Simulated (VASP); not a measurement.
# Bi (I4/mmm) in VASP: notebook, part 2 of 2

VASP 6.6.1. Earlier steps stand in the parts before.

### 5 Single point, PBEsol

This run uses another cell than the first one, of the same volume but with other edges.

The input, INCAR:

```
PREC = Accurate
ENCUT = 520
EDIFF = 1E-7
ISMEAR = 0
SIGMA = 0.05
LREAL = False
LASPH = True
NELM = 80
ALGO = Fast
ISIF = 2
LWAVE = False
LCHARG = False
GGA = PS
NBANDS = 14
```

The input, KPOINTS:

```
Automatic mesh
0
Gamma
  12 12 12
```

The input, POSCAR:

```
Bi
1.0
   -3.9009618498      3.9009618498      1.7039997501
    3.9009618498     -3.9009618498      1.7039997501
    3.9009618498      3.9009618498     -1.7039997501
Bi
1
Direct
    0.0000000000      0.0000000000      0.0000000000
```

Potentials or basis: VASP PAW PBE potentials, release 64 (Bi_d).

Started as:

```sh
$ cat potpaw_PBE.64/Bi_d/POTCAR > POTCAR
$ mpirun -np 1 vasp_std > vasp.out
```

OUTCAR:

```text
PREC = Accurate
   ENCUT = 520
   EDIFF = 1E-7
   ISMEAR = 0
   LREAL = False
   LASPH = True
   NELM = 80
   ISIF = 2
   GGA = PS

 ion  position               nearest neighbor table
   1  0.000  0.000  0.000-

  LATTYP: Found a body centered tetragonal cell.
 ALAT       =     7.8019236996
 C/A-ratio  =     0.4368152819

  Lattice vectors:

 A1 = (  -3.9009618498,   3.9009618498,   1.7039997501)
 A2 = (   3.9009618498,  -3.9009618498,   1.7039997501)
 A3 = (   3.9009618498,   3.9009618498,  -1.7039997501)

Analysis of symmetry for initial positions (statically):
=====================================================================
 Subroutine PRICEL returns:
 Original cell was already a primitive cell.

 Routine SETGRP: Setting up the symmetry group for a
 body centered tetragonal supercell.

 Subroutine GETGRP returns: Found 16 space group operations
 (whereof 16 operations were pure point group operations)
 out of a pool of 16 trial point group operations.

The static configuration has the point symmetry D_4h.

Analysis of symmetry for dynamics (positions and initial velocities):
=====================================================================
 Subroutine PRICEL returns:
 Original cell was already a primitive cell.

 Routine SETGRP: Setting up the symmetry group for a
 body centered tetragonal supercell.

 Subroutine GETGRP returns: Found 16 space group operations
 (whereof 16 operations were pure point group operations)
 out of a pool of 16 trial point group operations.

The dynamic configuration has the point symmetry D_4h.

 Subroutine INISYM returns: Found 16 space group operations
 (whereof 16 operations are pure point group operations),
 and found     1 'primitive' translations

----------------------------------------------------------------------------------------

                                     Primitive cell

  volume of cell :     103.7225

  direct lattice vectors                    reciprocal lattice vectors
    -3.900961850  3.900961850  1.703999750     0.000000000  0.128173517  0.293427273
     3.900961850 -3.900961850  1.703999750     0.128173517  0.000000000  0.293427273
     3.900961850  3.900961850 -1.703999750     0.128173517  0.128173517  0.000000000

  length of vectors
     5.773960673  5.773960673  5.773960673     0.320199961  0.320199961  0.181264726

  position of ions in fractional coordinates (direct lattice)
     0.000000000  0.000000000  0.000000000

  ion indices of the primitive-cell ions
   primitive index   ion index
                 1           1

----------------------------------------------------------------------------------------

 KPOINTS: Automatic mesh

Automatic generation of k-mesh.
 Grid dimensions read from file:
 generate k-points for:   12   12   12

 Generating k-lattice:

  Cartesian coordinates                     Fractional coordinates (reciprocal lattice)
     0.000000000  0.010681126  0.024452273     0.083333333  0.000000000 -0.000000000
     0.010681126  0.000000000  0.024452273     0.000000000  0.083333333 -0.000000000
     0.010681126  0.010681126  0.000000000     0.000000000  0.000000000  0.083333333

  Length of vectors
     0.026683330  0.026683330  0.015105394

  Shift w.r.t. Gamma in fractional coordinates (k-lattice)
     0.000000000  0.000000000  0.000000000

 Subroutine IBZKPT returns following result:
 ===========================================

 Found    163 irreducible k-points:

 Following reciprocal coordinates:
            Coordinates               Weight
  0.000000  0.000000  0.000000      1.000000
  0.083333 -0.000000  0.000000      8.000000
  0.166667  0.000000  0.000000      8.000000
  0.250000  0.000000  0.000000      8.000000
  0.333333  0.000000  0.000000      8.000000
  0.416667  0.000000  0.000000      8.000000
[... 16 lines left out ...]
  0.500000  0.166667  0.000000     16.000000
 -0.416667  0.166667 -0.000000     16.000000
 [... further k-points ...]
   k-points           NKPTS =    163   k-points in BZ     NKDIM =    163   number of bands    NBANDS=     14
   number of dos      NEDOS =    301   number of ions     NIONS =      1
   total plane-waves  NPLWV = 110592
   dimension x,y,z NGX =    48 NGY =   48 NGZ =   48
   dimension x,y,z NGXF=    96 NGYF=   96 NGZF=   96
   ions per type =               1
   NGX,Y,Z   is equivalent  to a cutoff of  13.82, 13.82, 13.82 a.u.
   NGXF,Y,Z  is equivalent  to a cutoff of  27.64, 27.64, 27.64 a.u.
 SYSTEM =  unknown system
   PREC   = accura    normal or accurate (medium, high low for compatibility)
   ISTART =      0    job   : 0-new  1-cont  2-samecut
   ICHARG =      2    charge: 1-file 2-atom 10-const
   ISPIN  =      1    spin polarized calculation?
   LNONCOLLINEAR =      F non collinear calculations
   LSORBIT =      F    spin-orbit coupling
   LASPH  =      T    aspherical Exc in radial PAW
   ENCUT  =  520.0 eV  38.22 Ry    6.18 a.u.  10.74 10.74 10.74*2*pi/ulx,y,z
   NELM   =     80;   NELMIN=  2; NELMDL= -5     # of ELM steps
   EDIFF  = 0.1E-06   stopping-criterion for ELM
   LREAL  =      F    real-space projection
   EDIFFG = 0.1E-05   stopping-criterion for IOM
   NSW    =      0    number of steps for IOM
   IBRION =     -1    ionic relax: 0-MD 1-quasi-New 2-CG
   NFREE  =      0    steps in history (QN), initial steepest desc. (CG)
   ISIF   =      2    stress and relaxation
   ISYM   =      2    0-nonsym 1-usesym 2-fastsym
   POTIM  = 0.5000    time-step for ionic-motion
   TEBEG  =    0.0;   TEEND  =   0.0 temperature during run
   PSTRESS=    0.0 pullay stress
   NELECT =      15.0000    total number of electrons
   NUPDOWN=      -1.0000    fix difference up-down
   EMIN   =  10.00;   EMAX   =-10.00  energy-range for DOS
   EFERMI =   0.00;   METHOD = LEGACY
   ISMEAR =     0;   SIGMA  =   0.05  broadening in eV -4-tet -1-fermi 0-gaus
   EFERMI_NEDOS =   21; number of points for ismear=-14 and -15
   IALGO  =     68    algorithm
   IMIX   =      4    mixing-type and parameters
     AMIX     =   0.40;   BMIX     =  1.00
     AMIX_MAG =   1.60;   BMIX_MAG =  1.00
  volume/ion in A,a.u.               =     103.72       699.95
  Fermi-wavevector in a.u.,A,eV,Ry     =   0.859306  1.623852 10.046624  0.738406
  Thomas-Fermi vector in A             =   1.976641
   LORBIT       =      0    0 simple, 1 ext, 2 COOP (PROOUT), +10 PAW based schemes
   GGA     = PS    functional components
   LHFCALC =     F    Hartree Fock is set to
   AEXX    =    0.0000 exact exchange contribution
   IVDW    =     0    specifies the selected vdW correction
   LEPSILON=     F    determine dielectric tensor
   LRPA    =     F    only Hartree local field effects (RPA)
 non-spin polarized calculation
 RMM-DIIS sequential band-by-band and
 Gauss-broadening in eV      SIGMA  =   0.05
  energy-cutoff  :      520.00
  volume of cell :      103.72
 maximum number of plane-waves:      2820
 NGX is ok and might be reduce to    48

 number of electron      14.9999997 magnetization

 Free energy of the ion-electron system (eV)
  ---------------------------------------------------
  ext. energy  EPLUGINS =         0.00000000
  ---------------------------------------------------
  free energy    TOTEN  =        -2.40548149 eV

  energy without entropy =       -2.40356225  energy(sigma->0) =       -2.40452187

 E-fermi :  -1.0611     XC(G=0):  -5.2533

 val. band max:       -1.0633022233   @ k =   0.3333   0.3333   0.0000
 cond. band min:      -1.0553694122   @ k =   0.4167   0.2500   0.1667
 fundamental gap:      0.0079328111
 Fermi energy:        -1.0610755921

 k-point     1 :       0.0000    0.0000    0.0000
  band No.  band energies     occupation
      1     -23.8018      2.00000
      2     -23.7038      2.00000
      3     -23.7037      2.00000
      4     -23.6695      2.00000
      5     -23.6695      2.00000
      6     -11.8543      2.00000
      7      -1.5725      2.00000
      8      -1.5725      2.00000
      9       1.8760      0.00000
     10       3.3749      0.00000
     11       3.8807      0.00000
     12       7.3925      0.00000
     13       7.8019      0.00000
     14       7.8024      0.00000
[... 375 lines left out ...]
 k-point    24 :      -0.4167    0.1667   -0.0000
  band No.  band energies     occupation
      1     -23.7103      2.00000
      2     -23.7012      2.00000
      3     -23.7008      2.00000
      4     -23.6973      2.00000
      5     -23.6973      2.00000
      6     -11.2506      2.00000
      7      -1.3680      2.00000
      8      -1.0096      0.14568
      9      -0.8544      0.00000
     10       3.7560      0.00000
     11       5.2077      0.00000
     12       6.0183      0.00000
     13       7.0845      0.00000
     14       7.7135      0.00000

 [... further k-points ...]
[... 5 lines left out ...]
  --------------------------------------------------------------------------------------
  -------------------------------------------------------------------------------------
  Total       -0.2888074     -0.2888074     -5.6309269      0.0000000     -0.0000000      0.0000000
  in kB       -4.4611420     -4.4611420    -86.9796287      0.0000000     -0.0000000      0.0000000
  external PRESSURE =     -31.9673042 kB  Pullay stress =       0.0000000 kB

 VOLUME and BASIS-vectors are now :
 -----------------------------------------------------------------------------
  energy-cutoff  :      520.00
  volume of cell :      103.72
      direct lattice vectors                 reciprocal lattice vectors
    -3.900961850  3.900961850  1.703999750     0.000000000  0.128173517  0.293427273
     3.900961850 -3.900961850  1.703999750     0.128173517  0.000000000  0.293427273
     3.900961850  3.900961850 -1.703999750     0.128173517  0.128173517  0.000000000

 POSITION                                       TOTAL-FORCE (eV/Angst)
 -----------------------------------------------------------------------------------
      0.00000      0.00000      0.00000         0.000000      0.000000     -0.000000
 -----------------------------------------------------------------------------------
    total drift:                               -0.000000      0.000000      0.000000

  FREE ENERGIE OF THE ION-ELECTRON SYSTEM (eV)
  ---------------------------------------------------
  free  energy   TOTEN  =        -2.4054814936 eV

  energy  without entropy=       -2.4035622453  energy(sigma->0) =       -2.40452187
```

It took 4.1 min on 1 thread of Intel Xeon 6975P-C (Granite Rapids), shared host; peak memory 0.45 GiB.

What came out:

```
Free energy : -2.4055 eV
Pressure    : -3.2 GPa
```

Stress tensor (GPa, compression positive):
```
-0.45  0.00  0.00
 0.00 -0.45  0.00
 0.00  0.00 -8.70
```

Levels at points of the mesh, in eV from the Fermi level:
| k point | band 4 | band 5 | band 6 | band 7 | band 8 | band 9 | band 10 | band 11 | band 12 | band 13 |
| --- | --- | --- | --- | --- | --- | --- | --- | --- | --- | --- |
| (0.00, 0.00, 0.00) | -22.61 | -22.61 | -10.79 | -0.51 | -0.51 | 2.94 | 4.44 | 4.94 | 8.45 | 8.86 |
| (0.50, 0.00, 0.00) | -22.64 | -22.56 | -9.35 | -2.53 | 0.85 | 0.87 | 5.20 | 5.64 | 7.57 | 8.61 |
| (0.50, 0.50, 0.00) | -22.61 | -22.61 | -10.77 | -1.24 | -0.43 | 4.21 | 4.40 | 5.75 | 6.47 | 8.67 |
| (0.50, 0.50, 0.50) | -22.61 | -22.61 | -10.75 | -1.11 | -1.11 | 4.05 | 4.36 | 7.67 | 7.67 | 8.35 |

Caveat: the PAW data sets were made with another functional, which shifts forces and pressure a little; spin-orbit coupling is left out, which moves the levels of the heavy elements.

### 6 Summary

```csv
cell,further INCAR settings,gap on the mesh (eV),pressure (GPa)
"a = 6.260 Å, angles 92.8, 92.8, 154.3°, 1 atom",ALGO = Fast; EDIFF = 1e-06; NBANDS = 14,none,1.0
"a = 6.105 Å, angles 93.4, 93.4, 152.0°, 1 atom",ALGO = Fast; EDIFF = 1e-06; NBANDS = 14,none,-1.1
"a = 6.602 Å, angles 92.0, 92.0, 158.5°, 1 atom",ALGO = Fast; EDIFF = 1e-07; NBANDS = 14,none,6.3
"a = 5.774 Å, angles 95.0, 95.0, 145.7°, 1 atom",ALGO = Fast; EDIFF = 1e-07; NBANDS = 14,none,-3.2
```

Alike in all rows: task single point; level PBEsol; potentials or basis VASP PAW PBE potentials, release 64 (Bi_d); no spin polarisation; k mesh 12 × 12 × 12; cutoff (eV) 520; smearing gaussian 0.05 eV.

Caveats: the PAW data sets were made with another functional, which shifts forces and pressure a little; spin-orbit coupling is left out, which moves the levels of the heavy elements.

Total energies depend on the potentials used, so only differences within one code and one set of settings carry meaning.
